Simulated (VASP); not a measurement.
# ZnS (rocksalt type) (Fm-3m) in VASP: notebook

ZnS (rocksalt type) is run at these levels: r2SCAN; tasks: single point.

Program: VASP 6.6.1. These are calculated values, not measurements. Logs are shortened: lines on timing, memory, paths and dates and some standing lists are left out, and cuts for length are marked.

## Step 1: The cell of the first run

The structure is cubic, space group Fm-3m (No. 225). Conventional cell: a = 4.147 Å, b = 4.147 Å, c = 4.147 Å, α = 90.00°, β = 90.00°, γ = 90.00°. Within 2.7 Å of Zn (site symmetry m-3m) lie 6 S at 2.07 Å. Within 2.7 Å of S (site symmetry m-3m) lie 6 Zn at 2.07 Å.

## Step 2: Single point, r2SCAN (volume scaled by 0.55)

Input file POSCAR:

```
ZnS
1.0
    0.0000000000      2.0737104238      2.0737104238
    2.0737104238      0.0000000000      2.0737104238
    2.0737104238      2.0737104238      0.0000000000
Zn S
1 1
Direct
    0.0000000000      0.0000000000      0.0000000000
    0.5000000000      0.5000000000      0.5000000000
```

Input file INCAR.step1:

```
SYSTEM = ZnS
PREC = Accurate
ENCUT = 520
ISMEAR = -1
SIGMA = 0.08
LREAL = .False.
LASPH = .True.
NELM = 80
NBANDS = 16
GGA = PE
ALGO = Normal
EDIFF = 1E-4
LWAVE = .True.
LCHARG = .False.
```

Input file INCAR.step2:

```
SYSTEM = ZnS
PREC = Accurate
ENCUT = 520
EDIFF = 1E-6
ISMEAR = -1
SIGMA = 0.08
LREAL = .False.
LASPH = .True.
NELM = 80
ALGO = Normal
ISIF = 2
LWAVE = .False.
LCHARG = .False.
METAGGA = R2SCAN
LMIXTAU = .True.
NBANDS = 16
ISTART = 1
```

Input file KPOINTS:

```
regular mesh
0
Gamma
  16 16 16
  0 0 0
```

Potentials or basis: VASP PAW PBE potentials, release 64 (Zn, S).

Launch:

```sh
$ cat potpaw_PBE.64/Zn/POTCAR potpaw_PBE.64/S/POTCAR > POTCAR
$ cp INCAR.step1 INCAR
$ mpirun -np 1 vasp_std > vasp.out
$ cp INCAR.step2 INCAR
$ mpirun -np 1 vasp_std > vasp.out
```

OUTCAR:

```text
SYSTEM = ZnS
   PREC = Accurate
   ENCUT = 520
   EDIFF = 1E-6
   ISMEAR = -1
   LREAL = .False.
   LASPH = .True.
   NELM = 80
   ISIF = 2
   METAGGA = R2SCAN
   ISTART = 1

 ion  position               nearest neighbor table
   1  0.000  0.000  0.000-   2 2.07   2 2.07   2 2.07   2 2.07   2 2.07   2 2.07
   2  0.500  0.500  0.500-   1 2.07   1 2.07   1 2.07   1 2.07   1 2.07   1 2.07

  LATTYP: Found a face centered cubic cell.
 ALAT       =     4.1474208476

  Lattice vectors:

 A1 = (   0.0000000000,   2.0737104238,   2.0737104238)
 A2 = (   2.0737104238,   0.0000000000,   2.0737104238)
 A3 = (   2.0737104238,   2.0737104238,   0.0000000000)

Analysis of symmetry for initial positions (statically):
=====================================================================
 Subroutine PRICEL returns:
 Original cell was already a primitive cell.

 Routine SETGRP: Setting up the symmetry group for a
 face centered cubic supercell.

 Subroutine GETGRP returns: Found 48 space group operations
 (whereof 48 operations were pure point group operations)
 out of a pool of 48 trial point group operations.

The static configuration has the point symmetry O_h .

Analysis of symmetry for dynamics (positions and initial velocities):
=====================================================================
 Subroutine PRICEL returns:
 Original cell was already a primitive cell.

 Routine SETGRP: Setting up the symmetry group for a
 face centered cubic supercell.

 Subroutine GETGRP returns: Found 48 space group operations
 (whereof 48 operations were pure point group operations)
 out of a pool of 48 trial point group operations.

The dynamic configuration has the point symmetry O_h .

 Subroutine INISYM returns: Found 48 space group operations
 (whereof 48 operations are pure point group operations),
 and found     1 'primitive' translations

----------------------------------------------------------------------------------------

                                     Primitive cell

  volume of cell :      17.8350

  direct lattice vectors                    reciprocal lattice vectors
     0.000000000  2.073710424  2.073710424    -0.241113703  0.241113703  0.241113703
     2.073710424  0.000000000  2.073710424     0.241113703 -0.241113703  0.241113703
     2.073710424  2.073710424  0.000000000     0.241113703  0.241113703 -0.241113703

  length of vectors
     2.932669406  2.932669406  2.932669406     0.417621185  0.417621185  0.417621185

  position of ions in fractional coordinates (direct lattice)
     0.000000000  0.000000000  0.000000000
     0.500000000  0.500000000  0.500000000

  ion indices of the primitive-cell ions
   primitive index   ion index
                 1           1
                 2           2

----------------------------------------------------------------------------------------

 KPOINTS: regular mesh

Automatic generation of k-mesh.
 Grid dimensions read from file:
 generate k-points for:   16   16   16

 Generating k-lattice:

  Cartesian coordinates                     Fractional coordinates (reciprocal lattice)
    -0.015069606  0.015069606  0.015069606     0.062500000  0.000000000  0.000000000
     0.015069606 -0.015069606  0.015069606     0.000000000  0.062500000  0.000000000
     0.015069606  0.015069606 -0.015069606     0.000000000  0.000000000  0.062500000

  Length of vectors
     0.026101324  0.026101324  0.026101324

  Shift w.r.t. Gamma in fractional coordinates (k-lattice)
     0.000000000  0.000000000  0.000000000

 Subroutine IBZKPT returns following result:
 ===========================================

 Found    145 irreducible k-points:

 Following reciprocal coordinates:
            Coordinates               Weight
  0.000000  0.000000  0.000000      1.000000
  0.062500  0.000000  0.000000      8.000000
  0.125000  0.000000  0.000000      8.000000
  0.187500  0.000000  0.000000      8.000000
  0.250000  0.000000  0.000000      8.000000
  0.312500  0.000000  0.000000      8.000000
[... 16 lines left out ...]
 -0.125000  0.062500  0.000000     24.000000
 -0.062500  0.062500  0.000000     12.000000
 [... further k-points ...]
   k-points           NKPTS =    145   k-points in BZ     NKDIM =    145   number of bands    NBANDS=     16
   number of dos      NEDOS =    301   number of ions     NIONS =      2
   total plane-waves  NPLWV =  13824
   dimension x,y,z NGX =    24 NGY =   24 NGZ =   24
   dimension x,y,z NGXF=    48 NGYF=   48 NGZF=   48
   ions per type =               1   1
   NGX,Y,Z   is equivalent  to a cutoff of  13.61, 13.61, 13.61 a.u.
   NGXF,Y,Z  is equivalent  to a cutoff of  27.21, 27.21, 27.21 a.u.
 SYSTEM =  ZnS
   PREC   = accura    normal or accurate (medium, high low for compatibility)
   ISTART =      1    job   : 0-new  1-cont  2-samecut
   ICHARG =      0    charge: 1-file 2-atom 10-const
   ISPIN  =      1    spin polarized calculation?
   LNONCOLLINEAR =      F non collinear calculations
[... 27 lines left out ...]
  Thomas-Fermi vector in A             =   2.732484
   LORBIT       =      0    0 simple, 1 ext, 2 COOP (PROOUT), +10 PAW based schemes
   METAGGA = R2SCAN    functional components
   LHFCALC =     F    Hartree Fock is set to
   AEXX    =    0.0000 exact exchange contribution
   IVDW    =     0    specifies the selected vdW correction
   LEPSILON=     F    determine dielectric tensor
   LRPA    =     F    only Hartree local field effects (RPA)
 non-spin polarized calculation
  energy-cutoff  :      520.00
  volume of cell :       17.84
 maximum number of plane-waves:       531
 NGX is ok and might be reduce to    24
   NGX = 11   NGY = 11   NGZ = 11

 number of electron      18.0000008 magnetization

 Free energy of the ion-electron system (eV)
  ---------------------------------------------------
  ext. energy  EPLUGINS =         0.00000000
  ---------------------------------------------------
  free energy    TOTEN  =       -12.44996463 eV

  energy without entropy =      -12.44590132  energy(sigma->0) =      -12.44793298

 E-fermi :  13.0420     XC(G=0): -15.2550

 val. band max:       13.0004190500   @ k =  -0.1875   0.1875   0.0000
 cond. band min:      13.1541217531   @ k =   0.3750   0.3750   0.0000
 fundamental gap:      0.1537027030
 Fermi energy:        13.0419780436

 k-point     1 :       0.0000    0.0000    0.0000
  band No.  band energies     occupation
      1      -9.0891      2.00000
      2       2.8093      2.00000
      3       2.8093      2.00000
      4       2.8633      2.00000
      5       2.8633      2.00000
      6       2.8633      2.00000
[... 8 lines left out ...]
     15      26.8078      0.00000
     16      26.8078      0.00000

 k-point     2 :       0.0625    0.0000    0.0000
  band No.  band energies     occupation
      1      -8.9928      2.00000
      2       2.7623      2.00000
      3       2.7623      2.00000
      4       2.8256      2.00000
      5       2.8850      2.00000
      6       2.8850      2.00000
[... 8 lines left out ...]
     15      25.8906      0.00000
     16      26.5479      0.00000

 k-point     3 :       0.1250    0.0000    0.0000
  band No.  band energies     occupation
      1      -8.7058      2.00000
      2       2.6191      2.00000
      3       2.6191      2.00000
      4       2.7028      2.00000
      5       2.9612      2.00000
      6       2.9612      2.00000
[... 8 lines left out ...]
     15      24.6203      0.00000
     16      27.6998      0.00000

 k-point     4 :       0.1875    0.0000    0.0000
  band No.  band energies     occupation
      1      -8.2342      2.00000
      2       2.4130      2.00000
      3       2.4131      2.00000
      4       2.4588      2.00000
      5       3.0805      2.00000
      6       3.0805      2.00000
[... 8 lines left out ...]
     15      25.3442      0.00000
     16      27.9291      0.00000
[... 324 lines left out ...]
 k-point    22 :      -0.1875    0.0625    0.0000
  band No.  band energies     occupation
      1      -7.9577      2.00000
      2       2.2389      2.00000
      3       2.2557      2.00000
      4       2.4435      2.00000
      5       3.0936      2.00000
      6       3.1847      2.00000
[... 8 lines left out ...]
     15      26.9038      0.00000
     16      28.5234      0.00000

 k-point    23 :      -0.1250    0.0625    0.0000
  band No.  band energies     occupation
      1      -8.4855      2.00000
      2       2.4698      2.00000
      3       2.5330      2.00000
      4       2.6500      2.00000
      5       2.9799      2.00000
      6       3.0441      2.00000
[... 8 lines left out ...]
     15      25.7194      0.00000
     16      28.4470      0.00000

 k-point    24 :      -0.0625    0.0625    0.0000
  band No.  band energies     occupation
      1      -8.8332      2.00000
      2       2.6480      2.00000
      3       2.7077      2.00000
      4       2.7766      2.00000
      5       2.9095      2.00000
      6       2.9362      2.00000
[... 8 lines left out ...]
     15      25.8402      0.00000
     16      27.4175      0.00000

 [... further k-points ...]

------------------------ aborting loop because EDIFF is reached ----------------------------------------

  FORCE on cell =-STRESS in cart. coord.  units (eV):
  Direction    XX          YY          ZZ          XY          YZ          ZX
  --------------------------------------------------------------------------------------
  -------------------------------------------------------------------------------------
  Total       24.1883846     24.1883846     24.1883846      0.0000000     -0.0000000      0.0000000
  in kB     2172.9169096   2172.9169096   2172.9169096      0.0000000     -0.0000000      0.0000000
  external PRESSURE =    2172.9169096 kB  Pullay stress =       0.0000000 kB

 VOLUME and BASIS-vectors are now :
 -----------------------------------------------------------------------------
  energy-cutoff  :      520.00
  volume of cell :       17.84
      direct lattice vectors                 reciprocal lattice vectors
     0.000000000  2.073710424  2.073710424    -0.241113703  0.241113703  0.241113703
     2.073710424  0.000000000  2.073710424     0.241113703 -0.241113703  0.241113703
     2.073710424  2.073710424  0.000000000     0.241113703  0.241113703 -0.241113703

 POSITION                                       TOTAL-FORCE (eV/Angst)
 -----------------------------------------------------------------------------------
      0.00000      0.00000      0.00000         0.000000      0.000000     -0.000000
      2.07371      2.07371      2.07371        -0.000000     -0.000000      0.000000
 -----------------------------------------------------------------------------------
    total drift:                                0.000000     -0.000000     -0.000000

  FREE ENERGIE OF THE ION-ELECTRON SYSTEM (eV)
  ---------------------------------------------------
  free  energy   TOTEN  =       -12.4499646348 eV

  energy  without entropy=      -12.4459013165  energy(sigma->0) =      -12.44793298
```

Run time: 2.2 min. Hardware: 1 thread of AMD EPYC 9R45 (Zen 5), shared host; peak memory 0.14 GiB.

What came out:

| Quantity | Value |
| --- | --- |
| Free energy | -12.4500 eV |
| Pressure | 217.3 GPa |
| Band gap on the k mesh | zero (band 9 reaches 13.00 eV, above the bottom of band 10 at 12.63 eV) |

Levels at points of the mesh, in eV from the Fermi level:
```csv
k point,band 6,band 7,band 8,band 9,band 10,band 11,band 12,band 13
"(0.00, 0.00, 0.00)",-10.18,-2.02,-2.02,-2.02,8.39,8.39,8.39,9.50
"(0.50, 0.00, 0.00)",-9.41,-8.36,-0.12,-0.12,3.58,4.14,4.14,13.86
"(0.50, 0.50, 0.00)",-9.21,-7.49,-6.46,-6.46,-0.41,3.29,17.92,18.48
```

Caveat: the PAW data sets were made with another functional, which shifts forces and pressure a little.

## Step 3: Single point, r2SCAN (volume scaled by 0.64)

Input file POSCAR:

```
ZnS
1.0
    0.0000000000      2.1811583976      2.1811583976
    2.1811583976      0.0000000000      2.1811583976
    2.1811583976      2.1811583976      0.0000000000
Zn S
1 1
Direct
    0.0000000000      0.0000000000      0.0000000000
    0.5000000000      0.5000000000      0.5000000000
```

Input file INCAR.step1:

```
PREC = Accurate
ENCUT = 520
ISMEAR = -1
SIGMA = 0.08
LREAL = F
LASPH = T
NELM = 60
NBANDS = 16
GGA = PE
ALGO = Normal
EDIFF = 1E-4
LWAVE = T
LCHARG = F
```

Input file INCAR.step2:

```
PREC = Accurate
ENCUT = 520
EDIFF = 1E-6
ISMEAR = -1
SIGMA = 0.08
LREAL = F
LASPH = T
NELM = 60
ALGO = Normal
ISIF = 2
LWAVE = F
LCHARG = F
METAGGA = R2SCAN
LMIXTAU = T
NBANDS = 16
ISTART = 1
```

Input file KPOINTS:

```
Automatic mesh
0
Gamma
  16 16 16
```

Potentials or basis: VASP PAW PBE potentials, release 64 (Zn, S).

Launch:

```sh
$ cat potpaw_PBE.64/Zn/POTCAR potpaw_PBE.64/S/POTCAR > POTCAR
$ cp INCAR.step1 INCAR
$ mpirun -np 1 vasp_std > vasp.out
$ cp INCAR.step2 INCAR
$ mpirun -np 1 vasp_std > vasp.out
```

Wall time 2.2 min (1 thread of AMD EPYC 9R45 (Zen 5), shared host); peak memory 0.15 GiB.

The run converged. Its results:

| Quantity | Value |
| --- | --- |
| Free energy | -15.3939 eV |
| Pressure | 116.2 GPa |
| Band gap on the k mesh | zero (band 9 reaches 10.11 eV, above the bottom of band 10 at 9.89 eV) |

Levels at points of the mesh, in eV from the Fermi level:
| k point | band 7 | band 8 | band 9 | band 10 | band 11 | band 12 |
| --- | --- | --- | --- | --- | --- | --- |
| (0.00, 0.00, 0.00) | -1.66 | -1.66 | -1.66 | 7.21 | 8.76 | 8.76 |
| (0.50, 0.00, 0.00) | -7.40 | -0.19 | -0.19 | 3.92 | 4.79 | 4.79 |
| (0.50, 0.50, 0.00) | -6.84 | -5.33 | -5.33 | -0.32 | 4.02 | 17.09 |

Caveat: the PAW data sets were made with another functional, which shifts forces and pressure a little.

## Step 4: Single point, r2SCAN (volume scaled by 0.72)

Input file POSCAR:

```
ZnS
1.0
    0.0000000000      2.2684961492      2.2684961492
    2.2684961492      0.0000000000      2.2684961492
    2.2684961492      2.2684961492      0.0000000000
Zn S
1 1
Direct
    0.0000000000      0.0000000000      0.0000000000
    0.5000000000      0.5000000000      0.5000000000
```

Input file INCAR.step1:

```
PREC     = Accurate       # precision mode
ENCUT    = 520            # plane-wave cutoff, eV
ISMEAR   = -1             # smearing method
SIGMA    = 0.08           # smearing width, eV
LREAL    = False          # projectors in reciprocal space
LASPH    = True           # aspherical terms in the spheres
NELM     = 60             # most SCF steps
NBANDS   = 16             # bands
GGA      = PE             # functional
ALGO     = Normal         # electronic algorithm
EDIFF    = 1E-4           # SCF threshold, eV
LWAVE    = True           # write WAVECAR
LCHARG   = False          # write CHGCAR
```

Input file INCAR.step2:

```
PREC     = Accurate       # precision mode
ENCUT    = 520            # plane-wave cutoff, eV
EDIFF    = 1E-6           # SCF threshold, eV
ISMEAR   = -1             # smearing method
SIGMA    = 0.08           # smearing width, eV
LREAL    = False          # projectors in reciprocal space
LASPH    = True           # aspherical terms in the spheres
NELM     = 60             # most SCF steps
ALGO     = Normal         # electronic algorithm
ISIF     = 2              # what is computed and relaxed
LWAVE    = False          # write WAVECAR
LCHARG   = True           # write CHGCAR
METAGGA  = R2SCAN         # meta-GGA
LMIXTAU  = True         
LELF     = True           # ELF
LVHAR    = True         
NBANDS   = 16             # bands
ISTART   = 1
```

KPOINTS is that of step 3.

Launch:

```sh
$ cat potpaw_PBE.64/Zn/POTCAR potpaw_PBE.64/S/POTCAR > POTCAR
$ cp INCAR.step1 INCAR
$ mpirun -np 1 vasp_std > vasp.out
$ cp INCAR.step2 INCAR
$ mpirun -np 1 vasp_std > vasp.out
```

Wall time 1.9 min (1 thread of AMD EPYC 9R45 (Zen 5), shared host); peak memory 0.15 GiB.

The run converged. Its results:

- Free energy: -16.8364 eV
- Pressure: 66.4 GPa
- Band gap on the k mesh: zero (band 9 reaches 8.15 eV, above the bottom of band 10 at 8.06 eV)

Levels at points of the mesh, in eV from the Fermi level:
| k point | band 5 | band 6 | band 7 | band 8 | band 9 | band 10 | band 11 | band 12 | band 13 | band 14 |
| --- | --- | --- | --- | --- | --- | --- | --- | --- | --- | --- |
| (0.00, 0.00, 0.00) | -7.99 | -7.99 | -1.42 | -1.42 | -1.42 | 5.68 | 8.98 | 8.98 | 8.98 | 13.16 |
| (0.50, 0.00, 0.00) | -7.59 | -7.59 | -6.82 | -0.24 | -0.24 | 4.09 | 5.19 | 5.19 | 11.41 | 15.38 |
| (0.50, 0.50, 0.00) | -7.48 | -7.48 | -6.48 | -4.56 | -4.56 | -0.24 | 4.52 | 16.45 | 16.51 | 16.73 |

Caveat: the PAW data sets were made with another functional, which shifts forces and pressure a little.

## Step 5: Single point, r2SCAN (volume scaled by 0.8)

Input file POSCAR:

```
ZnS
1.0
    0.0000000000      2.3495816581      2.3495816581
    2.3495816581      0.0000000000      2.3495816581
    2.3495816581      2.3495816581      0.0000000000
Zn S
1 1
Direct
    0.0000000000      0.0000000000      0.0000000000
    0.5000000000      0.5000000000      0.5000000000
```

Input file INCAR.step1:

```
PREC = Accurate
ENCUT = 520
ISMEAR = -1
SIGMA = 0.08
LREAL = False
LASPH = True
NELM = 60
NBANDS = 16
GGA = PE
ALGO = Normal
EDIFF = 1E-4
LWAVE = True
LCHARG = False
```

Input file INCAR.step2:

```
PREC = Accurate
ENCUT = 520
EDIFF = 1E-6
ISMEAR = -1
SIGMA = 0.08
LREAL = False
LASPH = True
NELM = 60
ALGO = Normal
ISIF = 2
LWAVE = False
LCHARG = False
METAGGA = R2SCAN
LMIXTAU = True
NBANDS = 16
ISTART = 1
```

Input file KPOINTS:

```
regular mesh
0
Gamma
  16 16 16
```

Launch:

```sh
$ cat potpaw_PBE.64/Zn/POTCAR potpaw_PBE.64/S/POTCAR > POTCAR
$ cp INCAR.step1 INCAR
$ mpirun -np 1 vasp_std > vasp.out
$ cp INCAR.step2 INCAR
$ mpirun -np 1 vasp_std > vasp.out
```

It took 3.9 min on 1 thread of AMD EPYC 9R45 (Zen 5), shared host; peak memory 0.17 GiB.

Results (log left out):

| Quantity | Value |
| --- | --- |
| Free energy | -17.6425 eV |
| Pressure | 35.8 GPa |

Levels at points of the mesh, in eV from the Fermi level:
| k point | band 7 | band 8 | band 9 | band 10 | band 11 | band 12 |
| --- | --- | --- | --- | --- | --- | --- |
| (0.00, 0.00, 0.00) | -1.22 | -1.22 | -1.22 | 4.48 | 9.13 | 9.13 |
| (0.50, 0.00, 0.00) | -6.41 | -0.29 | -0.29 | 4.18 | 5.46 | 5.46 |
| (0.50, 0.50, 0.00) | -6.26 | -3.95 | -3.95 | -0.18 | 4.90 | 15.20 |

Caveat: the PAW data sets were made with another functional, which shifts forces and pressure a little.

## Step 6: Summary

| cell | gap on the mesh (eV) | pressure (GPa) |
| --- | --- | --- |
| a = 2.933 Å, angles 60.0°, 2 atoms | none | 217.3 |
| a = 3.085 Å, angles 60.0°, 2 atoms | none | 116.2 |
| a = 3.208 Å, angles 60.0°, 2 atoms | none | 66.4 |
| a = 3.323 Å, angles 60.0°, 2 atoms | - | 35.8 |

Alike in all rows: task single point; level r2SCAN; potentials or basis VASP PAW PBE potentials, release 64 (Zn, S); no spin polarisation; k mesh 16 × 16 × 16; cutoff (eV) 520; smearing fermi-dirac 0.08 eV.

Caveats: the PAW data sets were made with another functional, which shifts forces and pressure a little.

Total energies depend on the potentials used, so only differences within one code and one set of settings carry meaning.
